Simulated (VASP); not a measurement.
# Cd2Se (P6/mmm) in VASP: single point with PBE

Aim: the single point of Cd2Se with PBE.

Everything below comes from runs of VASP 6.6.1. Logs are shortened: lines on timing, memory, paths and dates and some standing lists are left out, and cuts for length are marked.

### Step 1. The cell of the first run

It takes space group P6/mmm (No. 191, hexagonal). The conventional cell has a = 3.591 Å, b = 3.591 Å, c = 7.667 Å, α = 90.00°, β = 90.00°, γ = 120.00°. Cd (site symmetry 6mm) has 1 Se at 2.01 Å within 2.7 Å. Se (site symmetry 6/mmm) has 2 Cd at 2.01 Å within 2.7 Å.

### Step 2. Single point, PBE

INCAR reads:

```
SYSTEM = Cd2Se
  PREC = Accurate
  ENCUT = 520
  EDIFF = 1E-7
  ISMEAR = 0
  SIGMA = 0.1
  LREAL = .False.
  LASPH = .True.
  NELM = 100
  ALGO = Normal
  ISIF = 2
  LWAVE = .False.
  LCHARG = .False.
  GGA = PE
  NBANDS = 22
```

KPOINTS reads:

```
Automatic mesh
0
Gamma
  6 6 2
  0 0 0
```

POSCAR reads:

```
Cd2Se
1.0
    3.5908898100      0.0000000000      0.0000000000
   -1.7954449000      3.1098018000      0.0000000000
    0.0000000000      0.0000000000      7.6673738800
Cd Se
2 1
Direct
    0.0000000000      0.0000000000      0.2382826300
    0.0000000000      0.0000000000      0.7617173700
    0.0000000000      0.0000000000      0.5000000000
```

Potentials or basis: VASP PAW PBE potentials, release 64 (Cd, Se).

On the command line:

```bash
cat potpaw_PBE.64/Cd/POTCAR potpaw_PBE.64/Se/POTCAR > POTCAR
mpirun -np 1 vasp_std > vasp.out
```

OUTCAR:

```text
SYSTEM = Cd2Se
   PREC = Accurate
   ENCUT = 520
   EDIFF = 1E-7
   ISMEAR = 0
   LREAL = .False.
   LASPH = .True.
   NELM = 100
   ISIF = 2
   GGA = PE

 ion  position               nearest neighbor table
   1  0.000  0.000  0.238-   3 2.01   2 3.65
   2  0.000  0.000  0.762-   3 2.01   1 3.65
   3  0.000  0.000  0.500-   1 2.01   2 2.01

  LATTYP: Found a hexagonal cell.
 ALAT       =     3.5908898100
 C/A-ratio  =     2.1352295074

  Lattice vectors:

 A1 = (   3.5908898100,   0.0000000000,   0.0000000000)
 A2 = (  -1.7954449000,   3.1098018000,   0.0000000000)
 A3 = (   0.0000000000,   0.0000000000,   7.6673738800)

Analysis of symmetry for initial positions (statically):
=====================================================================
 Subroutine PRICEL returns:
 Original cell was already a primitive cell.

 Routine SETGRP: Setting up the symmetry group for a
 hexagonal supercell.

 Subroutine GETGRP returns: Found 24 space group operations
 (whereof 24 operations were pure point group operations)
 out of a pool of 24 trial point group operations.

The static configuration has the point symmetry D_6h.

Analysis of symmetry for dynamics (positions and initial velocities):
=====================================================================
 Subroutine PRICEL returns:
 Original cell was already a primitive cell.

 Routine SETGRP: Setting up the symmetry group for a
 hexagonal supercell.

 Subroutine GETGRP returns: Found 24 space group operations
 (whereof 24 operations were pure point group operations)
 out of a pool of 24 trial point group operations.

The dynamic configuration has the point symmetry D_6h.

 Subroutine INISYM returns: Found 24 space group operations
 (whereof 24 operations are pure point group operations),
 and found     1 'primitive' translations

----------------------------------------------------------------------------------------

                                     Primitive cell

  volume of cell :      85.6212

  direct lattice vectors                    reciprocal lattice vectors
     3.590889810  0.000000000  0.000000000     0.278482508  0.160781950  0.000000000
    -1.795444900  3.109801800  0.000000000     0.000000000  0.321563902  0.000000000
     0.000000000  0.000000000  7.667373880     0.000000000  0.000000000  0.130422752

  length of vectors
[... 70 lines left out ...]
   LASPH  =      T    aspherical Exc in radial PAW
   ENCUT  =  520.0 eV  38.22 Ry    6.18 a.u.   6.68  6.68 14.26*2*pi/ulx,y,z
   NELM   =    100;   NELMIN=  2; NELMDL= -5     # of ELM steps
   EDIFF  = 0.1E-06   stopping-criterion for ELM
   LREAL  =      F    real-space projection
   EDIFFG = 0.1E-05   stopping-criterion for IOM
   NSW    =      0    number of steps for IOM
   IBRION =     -1    ionic relax: 0-MD 1-quasi-New 2-CG
   NFREE  =      0    steps in history (QN), initial steepest desc. (CG)
   ISIF   =      2    stress and relaxation
   ISYM   =      2    0-nonsym 1-usesym 2-fastsym
   POTIM  = 0.5000    time-step for ionic-motion
   TEBEG  =    0.0;   TEEND  =   0.0 temperature during run
   PSTRESS=    0.0 pullay stress
   NELECT =      30.0000    total number of electrons
   NUPDOWN=      -1.0000    fix difference up-down
   EMIN   =  10.00;   EMAX   =-10.00  energy-range for DOS
   EFERMI =   0.00;   METHOD = LEGACY
   ISMEAR =     0;   SIGMA  =   0.10  broadening in eV -4-tet -1-fermi 0-gaus
   EFERMI_NEDOS =   21; number of points for ismear=-14 and -15
   IALGO  =     38    algorithm
   IMIX   =      4    mixing-type and parameters
     AMIX     =   0.40;   BMIX     =  1.00
     AMIX_MAG =   1.60;   BMIX_MAG =  1.00
  volume/ion in A,a.u.               =      28.54       192.60
  Fermi-wavevector in a.u.,A,eV,Ry     =   1.154130  2.180990 18.123182  1.332016
  Thomas-Fermi vector in A             =   2.290769
   LORBIT       =      0    0 simple, 1 ext, 2 COOP (PROOUT), +10 PAW based schemes
   GGA     = PE    functional components
   LHFCALC =     F    Hartree Fock is set to
   AEXX    =    0.0000 exact exchange contribution
   IVDW    =     0    specifies the selected vdW correction
   LEPSILON=     F    determine dielectric tensor
   LRPA    =     F    only Hartree local field effects (RPA)
 non-spin polarized calculation
 Gauss-broadening in eV      SIGMA  =   0.10
  energy-cutoff  :      520.00
  volume of cell :       85.62
 maximum number of plane-waves:      2333
 NGX is ok and might be reduce to    28
   NGX = 13   NGY = 13   NGZ = 29

 number of electron      30.0000018 magnetization

 Free energy of the ion-electron system (eV)
  ---------------------------------------------------
  ext. energy  EPLUGINS =         0.00000000
  ---------------------------------------------------
  free energy    TOTEN  =         1.01903546 eV

  energy without entropy =        1.03635269  energy(sigma->0) =        1.02769407

 E-fermi :   1.2818     XC(G=0):  -9.1158

 val. band max:        1.2739437938   @ k =   0.1667   0.0000   0.0000
 cond. band min:       1.2977934622   @ k =   0.1667   0.0000   0.5000
 fundamental gap:      0.0238496684
 Fermi energy:         1.2817901990

 k-point     1 :       0.0000    0.0000    0.0000
  band No.  band energies     occupation
      1     -13.7917      2.00000
      2      -9.4246      2.00000
      3      -8.0317      2.00000
      4      -8.0317      2.00000
      5      -7.7956      2.00000
      6      -7.7956      2.00000
[... 339 lines left out ...]
     21       8.9148      0.00000
     22       8.9148      0.00000

------------------------ aborting loop because EDIFF is reached ----------------------------------------

  FORCE on cell =-STRESS in cart. coord.  units (eV):
  Direction    XX          YY          ZZ          XY          YZ          ZX
  --------------------------------------------------------------------------------------
  -------------------------------------------------------------------------------------
  Total        0.5611580      0.5611580     45.9465796      0.0000000     -0.0000000      0.0000000
  in kB       10.5006043     10.5006043    859.7701017      0.0000000     -0.0000000      0.0000000
  external PRESSURE =     293.5904368 kB  Pullay stress =       0.0000000 kB

 VOLUME and BASIS-vectors are now :
 -----------------------------------------------------------------------------
  energy-cutoff  :      520.00
  volume of cell :       85.62
      direct lattice vectors                 reciprocal lattice vectors
     3.590889810  0.000000000  0.000000000     0.278482508  0.160781950  0.000000000
    -1.795444900  3.109801800  0.000000000     0.000000000  0.321563902  0.000000000
     0.000000000  0.000000000  7.667373880     0.000000000  0.000000000  0.130422752

 POSITION                                       TOTAL-FORCE (eV/Angst)
 -----------------------------------------------------------------------------------
      0.00000      0.00000      1.82700        -0.000000     -0.000000    -12.913296
      0.00000      0.00000      5.84037         0.000000      0.000000     12.913296
      0.00000      0.00000      3.83369         0.000000      0.000000      0.000000
 -----------------------------------------------------------------------------------
    total drift:                               -0.000000     -0.000000      0.000000

  FREE ENERGIE OF THE ION-ELECTRON SYSTEM (eV)
  ---------------------------------------------------
  free  energy   TOTEN  =         1.0190354606 eV

  energy  without entropy=        1.0363526864  energy(sigma->0) =        1.02769407
```

OSZICAR:

```text
N       E                     dE             d eps       ncg     rms          rms(c)
DAV:   1     0.206367962734E+03    0.20637E+03   -0.14868E+04   616   0.125E+03
DAV:   2     0.861446465742E+01   -0.19775E+03   -0.18893E+03   698   0.317E+02
DAV:   3    -0.175177074615E+00   -0.87896E+01   -0.87521E+01   730   0.683E+01
DAV:   4    -0.227387681815E+00   -0.52211E-01   -0.52204E-01   658   0.515E+00
DAV:   5    -0.227743788240E+00   -0.35611E-03   -0.35610E-03   730   0.380E-01    0.170E+01
DAV:   6     0.997917116889E+00    0.12257E+01   -0.16938E+00   778   0.162E+01    0.974E+00
DAV:   7     0.976096646432E+00   -0.21820E-01   -0.76732E-01   676   0.473E+00    0.352E+00
DAV:   8     0.872606359552E+00   -0.10349E+00   -0.38655E-01   684   0.662E+00    0.166E+00
DAV:   9     0.102032887123E+01    0.14772E+00   -0.15282E-01   690   0.422E+00    0.350E-01
DAV:  10     0.101797028542E+01   -0.23586E-02   -0.18684E-02   676   0.831E-01    0.220E-01
DAV:  11     0.101910030237E+01    0.11300E-02   -0.18204E-03   702   0.431E-01    0.102E-01
DAV:  12     0.101900665168E+01   -0.93651E-04   -0.68136E-04   664   0.141E-01    0.652E-02
DAV:  13     0.101903124646E+01    0.24595E-04   -0.55801E-05   676   0.447E-02    0.302E-02
DAV:  14     0.101903245602E+01    0.12096E-05   -0.84654E-06   664   0.174E-02    0.107E-02
DAV:  15     0.101903488902E+01    0.24330E-05   -0.32796E-06   690   0.167E-02    0.776E-03
DAV:  16     0.101903540055E+01    0.51153E-06   -0.60307E-07   674   0.433E-03    0.246E-03
DAV:  17     0.101903546062E+01    0.60076E-07   -0.52065E-08   376   0.113E-03
   1 F= 0.10190355E+01 E0= 0.10276941E+01  d E =-.173172E-01
```

It took 30 s on 1 thread of Intel Xeon 6975P-C, shared host; peak memory 0.21 GiB.

Results:

```yaml
Free_energy: 1.0190 eV
Pressure: 29.4 GPa
Largest_force: 12.913 eV/Å
Band_gap_on_the_k_mesh: zero (band 15 reaches 2.56 eV, above the bottom of band 16 at 0.97 eV)
```

Forces on the atoms (eV/Å):
```
Cd    0.000   0.000 -12.913
Cd    0.000   0.000  12.913
Se    0.000   0.000   0.000
```

Caveat: the k points lie up to 0.41 Å⁻¹ apart; forces of over 1 eV/Å act on the atoms, so gaps and moduli don't describe the material at rest.
